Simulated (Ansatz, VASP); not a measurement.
# Two plane-wave programs on InP3

```
CELL_PARAMETERS angstrom
3.59184 2.07375 3.09971
-3.59184 2.07375 3.09971
0.00000 -4.14750 3.09971
ATOMIC_POSITIONS crystal
In 0.27025 0.27025 0.27025
In 0.72975 0.72975 0.72975
P 0.79829 0.24470 0.79829
P 0.79829 0.79829 0.24470
P 0.24470 0.79829 0.79829
P 0.20171 0.75530 0.20171
P 0.75530 0.20171 0.20171
P 0.20171 0.20171 0.75530
```

Change from the starting cell: strain -0.040 along x and y, -0.080 along z, atoms carried along.

Alike in both runs: task single point; functional r2SCAN; k mesh 6 × 6 × 6; occupations gaussian, width 0.15 eV; no spin polarisation.

|  | VASP | Ansatz |
| --- | --- | --- |
| version | VASP 6.6.1 | Ansatz 0.2.0 |
| potentials or method | VASP PAW PBE potentials, release 64 (In_d, P), cutoff 550 eV | scalar-relativistic, plane waves, PAW |
| valence electrons in the cell | 56 | 56 |

Ansatz gave:

| Item | Value |
| --- | --- |
| gap on the k mesh at the Fermi level (eV) | none |
| pressure (GPa) | 18.6 |
| traceless stress, the component that is largest in VASP (GPa) | -1.19 |
| rms of the force components (eV/Å) | 0.823 |

Problem. What did VASP give for the same quantities?

Solution. gap on the k mesh at the Fermi level (eV): none; pressure (GPa): 18.1; traceless stress, the component that is largest in VASP (GPa): -0.98; rms of the force components (eV/Å): 0.753.

VASP's potentials were made for PBE, not for r2SCAN. Atom by atom the forces differ by 0.071 eV/Å (rms over components). A gap of «none» marks a metal or a gap that the smearing closes. With one functional, cell and mesh, what is left measures potentials, basis and numerics.
